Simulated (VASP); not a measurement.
# Si16C (a cell with a defect) in VASP: single point with PBE

Aim: the single point of Si16C (a cell with a defect) with PBE.

All numbers are computed with VASP 6.6.1; they aren't measurements. Logs are shortened: lines on timing, memory, paths and dates and some standing lists are left out, and cuts for length are marked.

## 1. The cell of the first run

The cell holds a defect, 17 atoms: a = 7.736 Å, b = 7.736 Å, c = 7.736 Å, α = 60.00°, β = 60.00°, γ = 60.00°.

## 2. Single point, PBE

The input, INCAR:

```
SYSTEM = Si16C
PREC     = Accurate       ! precision mode
ENCUT    = 520            ! plane-wave cutoff, eV
EDIFF    = 1E-6           ! SCF threshold, eV
ISMEAR   = 0              ! smearing method
SIGMA    = 0.01           ! smearing width, eV
LREAL    = Auto         
LASPH    = .True.         ! aspherical terms in the spheres
NELM     = 100            ! most SCF steps
ALGO     = Normal         ! electronic algorithm
ISIF     = 2              ! what is computed and relaxed
LWAVE    = .False.        ! write WAVECAR
LCHARG   = .False.        ! write CHGCAR
GGA      = PE             ! functional
NBANDS   = 48             ! bands
```

The input, KPOINTS:

```
Automatic mesh
0
Gamma
  2 2 2
  0 0 0
```

The input, POSCAR:

```
Si16C
1.0
    0.0000000000      5.4700937642     -5.4700937642
    5.4700937642      5.4700937642      0.0000000000
    5.4700937642      0.0000000000     -5.4700937642
Si C
16 1
Direct
    0.1437178607      0.1177983302      0.1417296557
    0.1456973929      0.5999981350      0.1436306085
    0.6747811231      0.1030942767      0.1241222430
    0.6346477071      0.6247973831      0.1342670360
    0.1265510005      0.1030085816      0.6725000695
    0.1363670098      0.6247394773      0.6325884394
    0.6099794240      0.1066541857      0.6078580717
    0.6275390229      0.6356456194      0.6254518174
    0.2610897595      0.7432164182      0.2590328206
    0.2771836419      0.2254844116      0.2749667600
    0.7721118362      0.7359151730      0.2587789617
    0.7697207838      0.2517138516      0.2467942062
    0.2609027250      0.7358443543      0.7700476431
    0.2489513605      0.2516516371      0.7677155661
    0.7634450859      0.7379482967      0.7613500577
    0.6969805309      0.2876180633      0.6941592878
   -0.1422623249      0.1061959916     -0.1446357323
```

Potentials or basis: VASP PAW PBE potentials, release 64 (Si, C).

Started as:

```bash
$ cat potpaw_PBE.64/Si/POTCAR potpaw_PBE.64/C/POTCAR > POTCAR
$ mpirun -np 1 vasp_std > vasp.out
```

OUTCAR:

```text
SYSTEM = Si16C
   PREC = Accurate
   ENCUT = 520
   EDIFF = 1E-6
   ISMEAR = 0
   LREAL = Auto
   LASPH = .True.
   NELM = 100
   ISIF = 2
   GGA = PE

 ion  position               nearest neighbor table
   1  0.144  0.118  0.142-  12 2.37  14 2.37  10 2.37   9 2.37
   2  0.146  0.600  0.144-  13 2.36  11 2.36   9 2.37  10 2.37
   3  0.675  0.103  0.124-  17 1.84  12 2.32  11 2.33  10 2.51  16 2.84
   4  0.635  0.625  0.134-  15 2.36  12 2.36  11 2.36   9 2.36
   5  0.127  0.103  0.673-  17 1.84  14 2.32  13 2.33  10 2.51  16 2.84
   6  0.136  0.625  0.633-  15 2.36  14 2.36  13 2.36   9 2.36
   7  0.610  0.107  0.608-  16 2.28  14 2.32  12 2.32  15 2.36
   8  0.628  0.636  0.625-  16 2.29  13 2.32  11 2.32  15 2.37
   9  0.261  0.743  0.259-   6 2.36   4 2.36   2 2.37   1 2.37
  10  0.277  0.225  0.275-   2 2.37   1 2.37   5 2.51   3 2.51
  11  0.772  0.736  0.259-   8 2.32   3 2.33   4 2.36   2 2.36
  12  0.770  0.252  0.247-   7 2.32   3 2.32   4 2.36   1 2.37
  13  0.261  0.736  0.770-   8 2.32   5 2.33   6 2.36   2 2.36
  14  0.249  0.252  0.768-   7 2.32   5 2.32   6 2.36   1 2.37
  15  0.763  0.738  0.761-   4 2.36   6 2.36   7 2.36   8 2.37
  16  0.697  0.288  0.694-  17 1.77   7 2.28   8 2.29   5 2.84   3 2.84
  17  0.858  0.106  0.855-  16 1.77   3 1.84   5 1.84

  LATTYP: Found a face centered cubic cell.
 ALAT       =    10.9401875284

  Lattice vectors:

 A1 = (   0.0000000000,   5.4700937642,  -5.4700937642)
 A2 = (   5.4700937642,   5.4700937642,   0.0000000000)
 A3 = (   5.4700937642,   0.0000000000,  -5.4700937642)

Analysis of symmetry for initial positions (statically):
=====================================================================
 Subroutine PRICEL returns:
 Original cell was already a primitive cell.

 Routine SETGRP: Setting up the symmetry group for a
 face centered cubic supercell.

 Subroutine GETGRP returns: Found  1 space group operations
 (whereof  1 operations were pure point group operations)
 out of a pool of 48 trial point group operations.

The static configuration has the point symmetry C_1 .

Analysis of symmetry for dynamics (positions and initial velocities):
=====================================================================
 Subroutine PRICEL returns:
 Original cell was already a primitive cell.

 Routine SETGRP: Setting up the symmetry group for a
 face centered cubic supercell.

 Subroutine GETGRP returns: Found  1 space group operations
 (whereof  1 operations were pure point group operations)
 out of a pool of 48 trial point group operations.

The dynamic configuration has the point symmetry C_1 .

 Subroutine INISYM returns: Found  1 space group operations
 (whereof  1 operations are pure point group operations),
 and found     1 'primitive' translations

----------------------------------------------------------------------------------------

                                     Primitive cell

  volume of cell :     327.3515

  direct lattice vectors                    reciprocal lattice vectors
     0.000000000  5.470093764 -5.470093764    -0.091406111  0.091406111 -0.091406111
     5.470093764  5.470093764  0.000000000     0.091406111  0.091406111  0.091406111
     5.470093764  0.000000000 -5.470093764     0.091406111 -0.091406111 -0.091406111

  length of vectors
     7.735880789  7.735880789  7.735880789     0.158320029  0.158320029  0.158320029

  position of ions in fractional coordinates (direct lattice)
     0.143717861  0.117798330  0.141729656
     0.145697393  0.599998135  0.143630608
     0.674781123  0.103094277  0.124122243
     0.634647707  0.624797383  0.134267036
     0.126551001  0.103008582  0.672500070
     0.136367010  0.624739477  0.632588439
[... 9 lines left out ...]
     0.696980531  0.287618063  0.694159288
     0.857737675  0.106195992  0.855364268

  ion indices of the primitive-cell ions
   primitive index   ion index
                 1           1
                 2           2
                 3           3
                 4           4
                 5           5
                 6           6
[... 9 lines left out ...]
                16          16
                17          17

----------------------------------------------------------------------------------------

 KPOINTS: Automatic mesh

Automatic generation of k-mesh.
 Grid dimensions read from file:
 generate k-points for:    2    2    2

 Generating k-lattice:

  Cartesian coordinates                     Fractional coordinates (reciprocal lattice)
    -0.045703056  0.045703056 -0.045703056     0.500000000  0.000000000  0.000000000
     0.045703056  0.045703056  0.045703056     0.000000000  0.500000000  0.000000000
     0.045703056 -0.045703056 -0.045703056     0.000000000  0.000000000  0.500000000

  Length of vectors
     0.079160015  0.079160015  0.079160015

  Shift w.r.t. Gamma in fractional coordinates (k-lattice)
     0.000000000  0.000000000  0.000000000

 Subroutine IBZKPT returns following result:
 ===========================================

 Found      8 irreducible k-points:

 Following reciprocal coordinates:
            Coordinates               Weight
  0.000000  0.000000  0.000000      1.000000
  0.500000  0.000000  0.000000      1.000000
  0.000000  0.500000  0.000000      1.000000
  0.000000  0.000000  0.500000      1.000000
  0.500000  0.500000  0.500000      1.000000
  0.500000  0.500000  0.000000      1.000000
  0.000000  0.500000  0.500000      1.000000
  0.500000  0.000000  0.500000      1.000000
   k-points           NKPTS =      8   k-points in BZ     NKDIM =      8   number of bands    NBANDS=     48
   number of dos      NEDOS =    301   number of ions     NIONS =     17
   total plane-waves  NPLWV = 216000
   dimension x,y,z NGX =    60 NGY =   60 NGZ =   60
   dimension x,y,z NGXF=   120 NGYF=  120 NGZF=  120
   ions per type =              16   1
   NGX,Y,Z   is equivalent  to a cutoff of  12.89, 12.89, 12.89 a.u.
   NGXF,Y,Z  is equivalent  to a cutoff of  25.79, 25.79, 25.79 a.u.
 SYSTEM =  Si16C
   PREC   = accura    normal or accurate (medium, high low for compatibility)
   ISTART =      0    job   : 0-new  1-cont  2-samecut
   ICHARG =      2    charge: 1-file 2-atom 10-const
   ISPIN  =      1    spin polarized calculation?
   LNONCOLLINEAR =      F non collinear calculations
   LSORBIT =      F    spin-orbit coupling
   LASPH  =      T    aspherical Exc in radial PAW
   ENCUT  =  520.0 eV  38.22 Ry    6.18 a.u.  14.38 14.38 14.38*2*pi/ulx,y,z
   NELM   =    100;   NELMIN=  2; NELMDL= -5     # of ELM steps
   EDIFF  = 0.1E-05   stopping-criterion for ELM
   LREAL  =      T    real-space projection
   EDIFFG = 0.1E-04   stopping-criterion for IOM
   NSW    =      0    number of steps for IOM
   IBRION =     -1    ionic relax: 0-MD 1-quasi-New 2-CG
   NFREE  =      0    steps in history (QN), initial steepest desc. (CG)
   ISIF   =      2    stress and relaxation
   ISYM   =      2    0-nonsym 1-usesym 2-fastsym
   POTIM  = 0.5000    time-step for ionic-motion
   TEBEG  =    0.0;   TEEND  =   0.0 temperature during run
   PSTRESS=    0.0 pullay stress
   NELECT =      68.0000    total number of electrons
   NUPDOWN=      -1.0000    fix difference up-down
   EMIN   =  10.00;   EMAX   =-10.00  energy-range for DOS
   EFERMI =   0.00;   METHOD = LEGACY
   ISMEAR =     0;   SIGMA  =   0.01  broadening in eV -4-tet -1-fermi 0-gaus
   EFERMI_NEDOS =   21; number of points for ismear=-14 and -15
   IALGO  =     38    algorithm
   IMIX   =      4    mixing-type and parameters
     AMIX     =   0.40;   BMIX     =  1.00
     AMIX_MAG =   1.60;   BMIX_MAG =  1.00
  volume/ion in A,a.u.               =      19.26       129.95
  Fermi-wavevector in a.u.,A,eV,Ry     =   0.969556  1.832196 12.790013  0.940039
  Thomas-Fermi vector in A             =   2.099619
   LORBIT       =      0    0 simple, 1 ext, 2 COOP (PROOUT), +10 PAW based schemes
   GGA     = PE    functional components
   LHFCALC =     F    Hartree Fock is set to
   AEXX    =    0.0000 exact exchange contribution
   IVDW    =     0    specifies the selected vdW correction
   LEPSILON=     F    determine dielectric tensor
   LRPA    =     F    only Hartree local field effects (RPA)
 non-spin polarized calculation
 Gauss-broadening in eV      SIGMA  =   0.01
  energy-cutoff  :      520.00
  volume of cell :      327.35
 maximum number of plane-waves:      8824
 NGX is ok and might be reduce to    60
   NGX = 29   NGY = 29   NGZ = 29

 number of electron      68.0000000 magnetization

 Free energy of the ion-electron system (eV)
  ---------------------------------------------------
  ext. energy  EPLUGINS =         0.00000000
  ---------------------------------------------------
  free energy    TOTEN  =       -91.25564627 eV

  energy without entropy =      -91.25564626  energy(sigma->0) =      -91.25564627

 E-fermi :   6.1329     XC(G=0):  -9.4636

 val. band max:        6.0975471011   @ k =   0.5000   0.5000   0.5000
 cond. band min:       6.1683306396   @ k =   0.0000   0.0000   0.0000
 fundamental gap:      0.0707835384
 Fermi energy:         6.1329392753

 k-point     1 :       0.0000    0.0000    0.0000
  band No.  band energies     occupation
      1      -7.1664      2.00000
      2      -5.4337      2.00000
      3      -3.9947      2.00000
      4      -3.9449      2.00000
      5      -3.8658      2.00000
      6      -3.0719      2.00000
[... 38 lines left out ...]
     45       8.1690      0.00000
     46       8.1726      0.00000

 k-point     2 :       0.5000    0.0000    0.0000
  band No.  band energies     occupation
      1      -7.0122      2.00000
      2      -5.3983      2.00000
      3      -4.7906      2.00000
      4      -3.6947      2.00000
      5      -3.5773      2.00000
      6      -3.5101      2.00000
[... 38 lines left out ...]
     45       9.3536      0.00000
     46       9.5781      0.00000

 k-point     3 :       0.0000    0.5000    0.0000
  band No.  band energies     occupation
      1      -7.0245      2.00000
      2      -5.3908      2.00000
      3      -4.6615      2.00000
      4      -3.7102      2.00000
      5      -3.7094      2.00000
      6      -3.5201      2.00000
[... 38 lines left out ...]
     45       9.1748      0.00000
     46       9.6617      0.00000

 k-point     4 :       0.0000    0.0000    0.5000
  band No.  band energies     occupation
      1      -7.0122      2.00000
      2      -5.3984      2.00000
      3      -4.7905      2.00000
      4      -3.6947      2.00000
      5      -3.5772      2.00000
      6      -3.5102      2.00000
[... 38 lines left out ...]
     45       9.3542      0.00000
     46       9.5806      0.00000

 k-point     5 :       0.5000    0.5000    0.5000
  band No.  band energies     occupation
      1      -7.0210      2.00000
      2      -5.4413      2.00000
      3      -4.5748      2.00000
      4      -3.7531      2.00000
      5      -3.7123      2.00000
      6      -3.4790      2.00000
[... 38 lines left out ...]
     45       9.1852      0.00000
     46       9.7526      0.00000

 k-point     6 :       0.5000    0.5000    0.0000
  band No.  band energies     occupation
      1      -6.9838      2.00000
      2      -5.0852      2.00000
      3      -4.7484      2.00000
      4      -4.3571      2.00000
      5      -4.2441      2.00000
      6      -3.9978      2.00000
[... 38 lines left out ...]
     45       9.9019      0.00000
     46       9.9674      0.00000

 k-point     7 :       0.0000    0.5000    0.5000
  band No.  band energies     occupation
      1      -6.9838      2.00000
      2      -5.0853      2.00000
      3      -4.7483      2.00000
      4      -4.3571      2.00000
      5      -4.2440      2.00000
      6      -3.9978      2.00000
[... 38 lines left out ...]
     45       9.9024      0.00000
     46       9.9671      0.00000

 k-point     8 :       0.5000    0.0000    0.5000
  band No.  band energies     occupation
      1      -6.9630      2.00000
      2      -5.3066      2.00000
      3      -4.6748      2.00000
      4      -4.2428      2.00000
      5      -4.1654      2.00000
      6      -4.0519      2.00000
[... 38 lines left out ...]
     45      10.0818      0.00000
     46      10.1742      0.00000
 [bands above 46 left out]

------------------------ aborting loop because EDIFF is reached ----------------------------------------

  FORCE on cell =-STRESS in cart. coord.  units (eV):
  Direction    XX          YY          ZZ          XY          YZ          ZX
  --------------------------------------------------------------------------------------
  -------------------------------------------------------------------------------------
  Total        1.9573677      1.9593319     10.6458676      2.1824013     -0.2376773     -0.2277811
  in kB        9.5800702      9.5896837     52.1047525     10.6814668     -1.1632792     -1.1148439
  external PRESSURE =      23.7581688 kB  Pullay stress =       0.0000000 kB

 VOLUME and BASIS-vectors are now :
 -----------------------------------------------------------------------------
  energy-cutoff  :      520.00
  volume of cell :      327.35
      direct lattice vectors                 reciprocal lattice vectors
     0.000000000  5.470093764 -5.470093764    -0.091406111  0.091406111 -0.091406111
     5.470093764  5.470093764  0.000000000     0.091406111  0.091406111  0.091406111
     5.470093764  0.000000000 -5.470093764     0.091406111 -0.091406111 -0.091406111

 POSITION                                       TOTAL-FORCE (eV/Angst)
 -----------------------------------------------------------------------------------
      1.41964      1.43052     -1.56142        -0.000827     -0.000643     -0.001099
      4.06772      4.07902     -1.58265        -0.001330     -0.000425     -0.001157
      1.24290      4.25505     -4.37008        -0.004161      0.001113     -0.003469
      4.15215      6.88928     -4.20604        -0.003448     -0.000313     -0.000985
      4.24211      1.25571     -4.37088         0.004613     -0.005803     -0.002255
      6.87770      4.16332     -4.20626        -0.000428     -0.002524     -0.001500
[... 9 lines left out ...]
      5.37041      5.38585     -7.60967         0.000755     -0.000891      0.014764
      5.25982      5.27281     -9.37083         0.007570     -0.000969     -0.015189
 -----------------------------------------------------------------------------------
    total drift:                                0.005284     -0.003845      0.002904

  FREE ENERGIE OF THE ION-ELECTRON SYSTEM (eV)
  ---------------------------------------------------
  free  energy   TOTEN  =       -91.2556462683 eV

  energy  without entropy=      -91.2556462632  energy(sigma->0) =      -91.25564627
```

Run time: 1.8 min. Hardware: 1 thread of Intel Xeon 6975P-C (Granite Rapids), shared host; peak memory 0.48 GiB.

Results:

* Free energy: -91.2556 eV
* Pressure: 2.4 GPa
* Largest force: 0.017 eV/Å
* Band gap on the k mesh: zero (band 34 reaches 6.49 eV, above the bottom of band 35 at 5.78 eV)

Forces in eV/Å, atoms in the order of the input:
```
Si  -0.001 -0.001 -0.001
Si  -0.001  0.000 -0.001
Si  -0.004  0.001 -0.003
Si  -0.003  0.000 -0.001
Si   0.005 -0.006 -0.002
Si   0.000 -0.003 -0.002
Si   0.003  0.007 -0.003
Si  -0.008 -0.006  0.002
Si   0.000  0.002 -0.001
Si   0.002  0.003  0.005
Si   0.004  0.004  0.001
Si   0.002 -0.007  0.000
Si   0.002  0.004  0.001
Si  -0.007  0.002  0.001
Si  -0.001  0.001  0.005
Si   0.001 -0.001  0.015
C    0.008 -0.001 -0.015
```

Caveat: the k points lie up to 0.50 Å⁻¹ apart.
